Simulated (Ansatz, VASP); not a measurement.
# Be2C in VASP and in Ansatz

INCAR

```
SYSTEM = Be2C
ALGO = Normal
EDIFF = 1E-7
EDIFFG = -0.01
ENCUT = 600
GGA = PE
GGA_COMPAT = .FALSE.
IBRION = 2
ISIF = 3
ISMEAR = 0
IVDW = 13
LASPH = .TRUE.
LCHARG = .FALSE.
LREAL = .FALSE.
LWAVE = .FALSE.
NELM = 120
NELMIN = 4
NSW = 80
PREC = Accurate
SIGMA = 0.01
```

Contents of KPOINTS:

```
k-points
0
G
  6 6 6
  0 0 0
```

POSCAR

```
Be2C
1.0
    0.0000000000      2.1650000000      2.1650000000
    2.1650000000      0.0000000000      2.1650000000
    2.1650000000      2.1650000000      0.0000000000
Be C
2 1
Direct
    0.2500000000      0.2500000000      0.2500000000
    0.7500000000      0.7500000000      0.7500000000
    0.0000000000      0.0000000000      0.0000000000
```

Input for Ansatz:

```yaml
crystal:
  lattice:
    - [0.0, 2.165, 2.165]
    - [2.165, 0.0, 2.165]
    - [2.165, 2.165, 0.0]
  atoms:
    - { symbol: Be, position: [0.25, 0.25, 0.25] }
    - { symbol: Be, position: [0.75, 0.75, 0.75] }
    - { symbol: C, position: [0.0, 0.0, 0.0] }
basis:
  ecutwfc: 450.0
kpoints:
  mp_grid:
    grid: [6, 6, 6]
hamiltonian:
  xc: pbe
  dispersion: d4
scf:
  occupations:
    method: fixed
relax:
  cell: {}
```

Alike in both runs: task relaxation of cell and atoms; functional PBE; dispersion D4; k mesh 6 × 6 × 6; no spin polarisation.

```csv
,VASP,Ansatz
version,VASP 6.6.1,Ansatz 0.2.0
potentials or method,"VASP PAW PBE potentials, release 64 (Be, C), cutoff 600 eV","plane waves, PAW"
occupations,"gaussian, width 0.01 eV",fixed
valence electrons in the cell,8,8
```

VASP gave:

- relaxed volume (Å³/atom): 6.64
- relaxed cell length with the largest relative difference (Å): 3.043

Task: Which values does Ansatz return?

Result: Relaxed volume (Å³/atom): 6.63; relaxed cell length with the largest relative difference (Å): 3.042.
